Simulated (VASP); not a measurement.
# CaO in VASP: notebook, part 2 of 2

VASP 6.6.1. Earlier steps stand in the parts before.

### 4 Single point, PBE

This run uses another cell than the first one: it holds 8 atoms, not 4.

Contents of INCAR:

```
SYSTEM = CaO
ALGO     = Normal         ! electronic algorithm
EDIFF    = 1E-6           ! SCF threshold, eV
ENCUT    = 520            ! plane-wave cutoff, eV
GGA      = PE             ! functional
ISIF     = 2              ! what is computed and relaxed
ISMEAR   = 0              ! smearing method
LASPH    = .TRUE.         ! aspherical terms in the spheres
LCHARG   = .FALSE.        ! write CHGCAR
LREAL    = .FALSE.        ! projectors in reciprocal space
LWAVE    = .FALSE.        ! write WAVECAR
NBANDS   = 42             ! bands
NELM     = 80             ! most SCF steps
PREC     = Accurate       ! precision mode
SIGMA    = 0.1            ! smearing width, eV
```

Contents of KPOINTS:

```
k-points
0
G
  4 2 4
  0 0 0
```

Contents of POSCAR:

```
CaO
1.0
    1.6747839569     -2.9008109051      0.0000000000
   -5.0243518708     -2.9008109051      0.0000000000
    0.0000000000      1.9338739368     -5.8266790096
Ca O
4 4
Direct
    0.1233082042      0.7077694014      0.2466164084
    0.6233082042      0.2077694014      0.2466164084
    0.3775988436      0.7925329479      0.7551976873
    0.8775988436      0.2925329479      0.7551976873
    0.5016668667      0.5005556222      0.0033337334
    0.0016668667      0.0005556222      0.0033337334
    0.7474260805      0.9158086935      0.4948521609
    0.2474260805      0.4158086935      0.4948521609
```

Started as:

```console
$ cat potpaw_PBE.64/Ca_sv/POTCAR potpaw_PBE.64/O/POTCAR > POTCAR
$ mpirun -np 1 vasp_std > vasp.out
```

It took 76 s on 1 thread of Intel Xeon Platinum 8488C (Sapphire Rapids), shared host; peak memory 0.25 GiB.

The run converged. Its results:

```
Free energy            : -50.1240 eV
Pressure               : 0.5 GPa
Largest force          : 0.009 eV/Å
Band gap on the k mesh : 3.69 eV
```

Forces in eV/Å, atoms in the order of the input:
```
Ca  -0.001  0.000  0.002
Ca  -0.001  0.000  0.002
Ca  -0.001 -0.001  0.005
Ca  -0.001 -0.001  0.005
O    0.001  0.001  0.003
O    0.001  0.001  0.003
O    0.001  0.000 -0.009
O    0.001  0.000 -0.009
```

Levels at points of the mesh, in eV from the valence-band top:
| k point | band 28 | band 29 | band 30 | band 31 | band 32 | band 33 | band 34 | band 35 | band 36 | band 37 |
| --- | --- | --- | --- | --- | --- | --- | --- | --- | --- | --- |
| (0.00, 0.00, 0.00) | -0.84 | -0.64 | -0.34 | -0.34 | 0.00 | 4.00 | 4.39 | 4.92 | 5.31 | 6.68 |
| (0.50, 0.00, 0.00) | -1.28 | -0.77 | -0.77 | -0.63 | -0.63 | 4.76 | 4.76 | 6.02 | 6.02 | 6.53 |
| (0.00, 0.50, 0.00) | -1.03 | -0.44 | -0.44 | -0.36 | -0.36 | 4.65 | 4.65 | 5.47 | 5.47 | 6.30 |
| (0.50, 0.50, 0.00) | -1.06 | -0.84 | -0.64 | -0.46 | -0.41 | 3.69 | 4.39 | 5.31 | 6.03 | 6.99 |
| (0.00, 0.00, 0.50) | -1.04 | -0.46 | -0.41 | -0.19 | -0.19 | 3.69 | 5.06 | 5.89 | 6.03 | 6.29 |
| (0.00, 0.50, 0.50) | -1.04 | -0.64 | -0.64 | -0.45 | -0.45 | 4.34 | 4.34 | 5.84 | 5.84 | 6.39 |

Caveat: the k points lie up to 0.55 Å⁻¹ apart. A k mesh can miss the band edges.

### 5 Single point, PBE

This run uses another cell than the first one: it holds 8 atoms, not 4.

Contents of INCAR:

```
SYSTEM = CaO
PREC = Accurate ; ENCUT = 520
EDIFF = 1E-6 ; ISMEAR = 0
SIGMA = 0.1 ; LREAL = .False.
LASPH = .True. ; NELM = 60
ALGO = Normal ; ISIF = 2
LWAVE = .False. ; LCHARG = .False.
GGA = PE ; NBANDS = 42
```

Contents of KPOINTS:

```
Automatic mesh
0
Gamma
  4 2 4
  0 0 0
```

Contents of POSCAR:

```
CaO
1.0
    1.6744895116     -2.9019228191     -0.0015415492
   -5.0276807831     -2.9043292685     -0.0138207908
   -0.0098710374      1.9259073507     -5.8235625526
Ca O
4 4
Direct
    0.1230526775      0.7069780318      0.2466280819
    0.6230284892      0.2069646790      0.2465653458
    0.3779927233      0.7934974004      0.7553010187
    0.8778328598      0.2935101363      0.7552469424
    0.5019027540      0.5010803520      0.0034928851
    0.0019826111      0.0010903974      0.0034452515
    0.7470296897      0.9150901561      0.4946149425
    0.2471781853      0.4151221770      0.4947055123
```

Potentials or basis: VASP PAW PBE potentials, release 64 (Ca_sv, O).

Started as:

```console
$ cat potpaw_PBE.64/Ca_sv/POTCAR potpaw_PBE.64/O/POTCAR > POTCAR
$ mpirun -np 1 vasp_std > vasp.out
```

OUTCAR:

```text
SYSTEM = CaO
   PREC = Accurate
   ENCUT = 520
   EDIFF = 1E-6
   ISMEAR = 0
   LREAL = .False.
   LASPH = .True.
   NELM = 60
   ISIF = 2
   GGA = PE

 ion  position               nearest neighbor table
   1  0.123  0.707  0.247-   5 2.40   5 2.40   6 2.40   8 2.41   7 2.42   7 2.42   3 2.96
   2  0.623  0.207  0.247-   6 2.40   6 2.40   5 2.40   7 2.41   8 2.42   8 2.42   4 2.96
   3  0.378  0.793  0.755-   5 2.41   6 2.42   6 2.42   7 2.45   7 2.46   8 2.47   1 2.96
   4  0.878  0.294  0.755-   6 2.41   5 2.42   5 2.42   8 2.45   8 2.45   7 2.47   2 2.96
   5  0.502  0.501  0.003-   1 2.40   1 2.40   2 2.40   3 2.41   4 2.42   4 2.42
   6  0.002  0.001  0.003-   2 2.40   2 2.40   1 2.40   4 2.41   3 2.42   3 2.42
   7  0.747  0.915  0.495-   2 2.41   1 2.42   1 2.42   3 2.45   3 2.46   4 2.47
[... 1114 lines left out ...]

 VOLUME and BASIS-vectors are now :
 -----------------------------------------------------------------------------
  energy-cutoff  :      520.00
  volume of cell :      113.35
      direct lattice vectors                 reciprocal lattice vectors
     1.674489512 -2.901922819 -0.001541549     0.149455126 -0.258313858 -0.085680171
    -5.027680783 -2.904329269 -0.013820791    -0.149122845 -0.086033015 -0.028199168
    -0.009871037  1.925907351 -5.823562553     0.000314344  0.000272556 -0.171626590

 POSITION                                       TOTAL-FORCE (eV/Angst)
 -----------------------------------------------------------------------------------
     -3.35084     -1.93540     -1.44621        -0.001212     -0.001187     -0.001008
      0.00027     -1.93421     -1.43971        -0.001670     -0.001974     -0.002645
     -3.36396     -1.94684     -4.41009         0.000661      0.002066      0.008421
     -0.01321     -1.94532     -4.40364         0.002166      0.000609      0.007179
     -1.67888     -2.90506     -0.02804         0.000730      0.000172      0.014631
     -0.00220     -0.00229     -0.02008         0.000749      0.001507      0.013663
     -3.35477     -3.87296     -2.89422        -0.000812     -0.001548     -0.021574
     -1.67809     -0.97019     -2.88707        -0.000612      0.000355     -0.018667
 -----------------------------------------------------------------------------------
    total drift:                               -0.000000      0.000054     -0.000456

  FREE ENERGIE OF THE ION-ELECTRON SYSTEM (eV)
  ---------------------------------------------------
  free  energy   TOTEN  =       -50.1242139120 eV

  energy  without entropy=      -50.1242139120  energy(sigma->0) =      -50.12421391
```

stdout:

```text
POSCAR found type information on POSCAR CaO
 POSCAR found :  2 types and       8 ions
 scaLAPACK will be used
 LDA part: xc-table for (Slater+PW92), standard interpolation
 POSCAR, INCAR and KPOINTS ok, starting setup
 FFT: planning ... GRIDC
 FFT: planning ... GRID_SOFT
 FFT: planning ... GRID
 WAVECAR not read
 entering main loop
```

Run time: 1.7 min. Hardware: 1 thread of Intel Xeon Platinum 8488C (Sapphire Rapids), shared host; peak memory 0.27 GiB.

Results:

- Free energy: -50.1242 eV
- Pressure: 0.4 GPa
- Largest force: 0.022 eV/Å
- Band gap on the k mesh: 3.69 eV

Forces on the atoms (eV/Å):
```
Ca  -0.001 -0.001 -0.001
Ca  -0.002 -0.002 -0.003
Ca   0.001  0.002  0.008
Ca   0.002  0.001  0.007
O    0.001  0.000  0.015
O    0.001  0.002  0.014
O   -0.001 -0.002 -0.022
O   -0.001  0.000 -0.019
```

Stress tensor (GPa, compression positive):
```
 0.39 -0.05 -0.05
-0.05  0.38 -0.05
-0.05 -0.05  0.52
```

Levels at points of the mesh, in eV from the valence-band top:
| k point | band 30 | band 31 | band 32 | band 33 | band 34 | band 35 |
| --- | --- | --- | --- | --- | --- | --- |
| (0.00, 0.00, 0.00) | -0.34 | -0.34 | 0.00 | 4.00 | 4.39 | 4.91 |
| (0.50, 0.00, 0.00) | -0.77 | -0.63 | -0.63 | 4.75 | 4.75 | 6.02 |
| (0.00, 0.50, 0.00) | -0.44 | -0.36 | -0.36 | 4.66 | 4.66 | 5.46 |
| (0.50, 0.50, 0.00) | -0.64 | -0.46 | -0.41 | 3.69 | 4.38 | 5.31 |
| (0.00, 0.00, 0.50) | -0.41 | -0.20 | -0.19 | 3.69 | 5.05 | 5.89 |
| (0.50, 0.00, 0.50) | -0.77 | -0.63 | -0.63 | 4.75 | 4.75 | 6.02 |
| (0.00, 0.50, 0.50) | -0.65 | -0.45 | -0.45 | 4.33 | 4.33 | 5.84 |
| (0.50, 0.50, 0.50) | -0.64 | -0.46 | -0.41 | 3.69 | 4.38 | 5.31 |

Caveat: the k points lie up to 0.55 Å⁻¹ apart. Expect the measured gap to be larger: semilocal functionals such as PBE lack the derivative discontinuity.

### 6 Relaxation of cell and atoms, PBE

This run uses another cell than the first one, of 14.62 Å³/atom, 1.032 times its volume.

Contents of INCAR:

```
PREC = Accurate
ENCUT = 600
EDIFF = 1E-7
ISMEAR = 0
SIGMA = 0.1
LREAL = F
LASPH = T
NELM = 100
ALGO = Normal
ISIF = 3
LWAVE = F
LCHARG = F
GGA = PE
IBRION = 2
NSW = 90
EDIFFG = -0.04
```

Contents of KPOINTS:

```
Automatic mesh
0
Gamma
  6 6 6
```

Contents of POSCAR:

```
CaO
1.0
    1.6775345200      0.9685250100      6.0004496500
   -1.6775345200      0.9685250100      6.0004496500
    0.0000000000     -1.9370500100      6.0004496500
Ca O
2 2
Direct
    0.4166666700      0.4166666700      0.4166666700
    0.5833333300      0.5833333300      0.5833333300
    0.0000000000      0.0000000000      0.0000000000
    0.8333333300      0.8333333300      0.8333333300
```

Potentials or basis: VASP PAW PBE potentials, release 64 (Ca_sv, O).

Started as:

```console
$ cat potpaw_PBE.64/Ca_sv/POTCAR potpaw_PBE.64/O/POTCAR > POTCAR
$ mpirun -np 1 vasp_std > vasp.out
```

OUTCAR:

```text
PREC = Accurate
   ENCUT = 600
   EDIFF = 1E-7
   ISMEAR = 0
   LREAL = F
   LASPH = T
   NELM = 100
   ISIF = 3
   GGA = PE
   IBRION = 2
   NSW = 90
   EDIFFG = -0.04

 ion  position               nearest neighbor table
   1  0.417  0.417  0.417-   4 2.45   4 2.45   4 2.45   3 2.45   3 2.45   3 2.45   2 3.00
   2  0.583  0.583  0.583-   4 2.45   4 2.45   4 2.45   3 2.45   3 2.45   3 2.45   1 3.00
   3  0.000  0.000  0.000-   2 2.45   2 2.45   1 2.45   1 2.45   2 2.45   1 2.45
   4  0.833  0.833  0.833-   1 2.45   1 2.45   1 2.45   2 2.45   2 2.45   2 2.45

  LATTYP: Found a trigonal (rhomboedric) cell.
 ALAT       =     6.3053595269
 COS(alpha) =     0.8584358721

  Lattice vectors:

 A1 = (   1.6775345200,   0.9685250100,   6.0004496500)
 A2 = (  -1.6775345200,   0.9685250100,   6.0004496500)
 A3 = (   0.0000000000,  -1.9370500100,   6.0004496500)

Analysis of symmetry for initial positions (statically):
[... 371 lines left out ...]
  ---------------------------------------------------
  ext. energy  EPLUGINS =         0.00000000
  ---------------------------------------------------
  free energy    TOTEN  =       -25.07147387 eV

  energy without entropy =      -25.07147387  energy(sigma->0) =      -25.07147387

 E-fermi :   2.8466     XC(G=0): -10.3439

 val. band max:        2.4415185619   @ k =   0.0000   0.0000   0.0000
 cond. band min:       6.1295200409   @ k =   0.5000   0.5000  -0.0000
 fundamental gap:      3.6880014790
 Fermi energy:         2.8465989035

 k-point     1 :       0.0000    0.0000    0.0000
  band No.  band energies     occupation
      1     -35.8071      2.00000
      2     -35.3955      2.00000
      3     -17.5313      2.00000
      4     -16.6217      2.00000
      5     -16.6217      2.00000
      6     -16.3153      2.00000
[... 541 lines left out ...]
     19       9.4582      0.00000
     20       9.7025      0.00000

 [... further k-points ...]
[... 5 lines left out ...]
  --------------------------------------------------------------------------------------
  -------------------------------------------------------------------------------------
  Total       -0.0119100     -0.0119100      0.0005936      0.0000000      0.0000000      0.0000000
  in kB       -0.3356218     -0.3356218      0.0167274      0.0000000      0.0000000      0.0000000
  external PRESSURE =      -0.2181721 kB  Pullay stress =       0.0000000 kB
[... 19 lines left out ...]
  FREE ENERGIE OF THE ION-ELECTRON SYSTEM (eV)
  ---------------------------------------------------
  free  energy   TOTEN  =       -25.0714738732 eV

  energy  without entropy=      -25.0714738732  energy(sigma->0) =      -25.07147387

 reached required accuracy - stopping structural energy minimisation
```

OSZICAR:

```text
N       E                     dE             d eps       ncg     rms          rms(c)
DAV:   1     0.330962767559E+03    0.33096E+03   -0.17944E+04  1280   0.179E+03
DAV:   2     0.358857392347E+01   -0.32737E+03   -0.31405E+03  1400   0.465E+02
[... 63 lines left out ...]
DAV:   2    -0.250714967171E+02   -0.84624E-04   -0.18461E-03  1536   0.404E-01    0.312E-02
DAV:   3    -0.250714752462E+02    0.21471E-04   -0.80561E-05  2016   0.920E-02    0.139E-02
DAV:   4    -0.250714718070E+02    0.34392E-05   -0.21940E-05  2056   0.456E-02    0.413E-03
DAV:   5    -0.250714729263E+02   -0.11193E-05   -0.44788E-06  1732   0.149E-02    0.265E-03
DAV:   6    -0.250714734592E+02   -0.53290E-06   -0.39001E-07  1300   0.564E-03    0.151E-03
DAV:   7    -0.250714739290E+02   -0.46978E-06   -0.23746E-07  1196   0.463E-03    0.379E-04
DAV:   8    -0.250714738732E+02    0.55793E-07   -0.54003E-08   820   0.224E-03
   6 F= -.25071474E+02 E0= -.25071474E+02  d E =-.212690E-03
```

CONTCAR:

```text
CaO
   1.00000000000000
     1.6771443475730394    0.9682997437508348    5.8350149675001362
    -1.6771443475730394    0.9682997437508348    5.8350149675001362
     0.0000000000000000   -1.9365994777820295    5.8350149675448497
  Ca              O
     2     2
Direct
     0.4153579479511590    0.4153579479511590    0.4153579479511573
     0.5849041793246350    0.5849041793246350    0.5849041793246371
     0.0012305178383478    0.0012305178383478    0.0012305178383499
     0.8318406848858602    0.8318406848858602    0.8318406848858577

  0.00000000E+00  0.00000000E+00  0.00000000E+00
  0.00000000E+00  0.00000000E+00  0.00000000E+00
  0.00000000E+00  0.00000000E+00  0.00000000E+00
  0.00000000E+00  0.00000000E+00  0.00000000E+00
```

Wall time 9.2 min (1 thread of Intel Xeon Platinum 8488C (Sapphire Rapids), shared host); peak memory 0.37 GiB.

Results:

```yaml
Free_energy: -25.0715 eV
Relaxed_volume: 14.21 Å³/atom
Relaxed_cell: a = 6.148 Å, b = 6.148 Å, c = 6.148 Å, α = 31.66°, β = 31.66°, γ = 31.66°
Space_group_after_relaxing_to_0.05_Å: R3m (No. 160)
Energy_gained_by_relaxing: 13.5 meV/atom
Ionic_steps: 6
Pressure_after_relaxing: 0.0 GPa
Largest_force_after_relaxing: 0.019 eV/Å
Band_gap_on_the_k_mesh: 3.69 eV, indirect (least direct gap 3.98 eV)
```

Forces in eV/Å, atoms in the order of the input:
```
Ca   0.000  0.000  0.018
Ca   0.000  0.000  0.009
O    0.000  0.000 -0.008
O    0.000  0.000 -0.019
```

Step by step:
| step | energy change (eV) | largest force (eV/Å) | pressure (GPa) | volume (Å³) |
| --- | --- | --- | --- | --- |
| 1 | 0.0000 | 0.4658 | -2.98 | 58.49 |
| 2 | -0.0496 | 0.1732 | 1.13 | 56.21 |
| 3 | -0.0500 | 0.1820 | 0.76 | 56.39 |
| 4 | -0.0536 | 0.0714 | 0.06 | 56.80 |
| 5 | -0.0537 | 0.0560 | -0.07 | 56.88 |
| 6 | -0.0539 | 0.0185 | -0.02 | 56.86 |

Final structure:
```
Ca O
1.0
     1.67714    0.96830    5.83501
    -1.67714    0.96830    5.83501
     0.00000   -1.93660    5.83501
Ca O
2 2
Cartesian
  0.0000 0.0000 7.2709
  0.0000 0.0000 10.2388
  0.0000 0.0000 0.0215
  0.0000 0.0000 14.5614
```

Levels at points of the mesh, in eV from the valence-band top:
```tsv
k point	band 12	band 13	band 14	band 15	band 16	band 17	band 18	band 19	band 20
(0.00, 0.00, 0.00)	-0.93	-0.93	-0.34	-0.34	0.00	3.98	4.91	6.66	6.66
(0.50, 0.00, 0.00)	-1.66	-1.22	-1.06	-0.84	-0.63	4.38	5.30	6.96	7.23
(0.50, 0.50, 0.00)	-1.82	-1.68	-1.27	-0.46	-0.41	3.69	6.01	7.12	7.70
(0.50, 0.50, 0.50)	-1.41	-1.03	-1.03	-0.19	-0.19	5.05	5.86	6.28	6.28
```

A k mesh can miss the band edges. PBE gaps usually lie below the measured ones, often by a third to a half.

### 7 Summary

```tsv
task	cell	k mesh	cutoff (eV)	gap on the mesh (eV)	pressure (GPa)	largest force (eV/Å)
single point	a = 6.143 Å, angles 31.7°, 4 atoms	6 × 6 × 6	520	3.69	0.4	0.01
single point	a = 6.305 Å, angles 30.9°, 4 atoms	6 × 6 × 6	520	3.79	-2.9	0.47
single point	a = 3.350, b = 5.802, c = 6.139 Å, angles 99.1, 105.8, 90.0°, 8 atoms	4 × 2 × 4	520	3.69	0.5	0.01
single point	a = 3.350, b = 5.806, c = 6.134 Å, angles 98.8, 105.8, 90.0°, 8 atoms	4 × 2 × 4	520	3.69	0.4	0.02
relaxation of cell and atoms	relaxed from a = 6.305 Å, angles 30.9°, 4 atoms	6 × 6 × 6	600	3.69	0.0	0.02
```

Alike in all rows: level PBE; potentials or basis VASP PAW PBE potentials, release 64 (Ca_sv, O); no spin polarisation; smearing gaussian 0.1 eV.

Caveats: some runs use coarse meshes.

Total energies depend on the potentials used, so only differences within one code and one set of settings carry meaning.
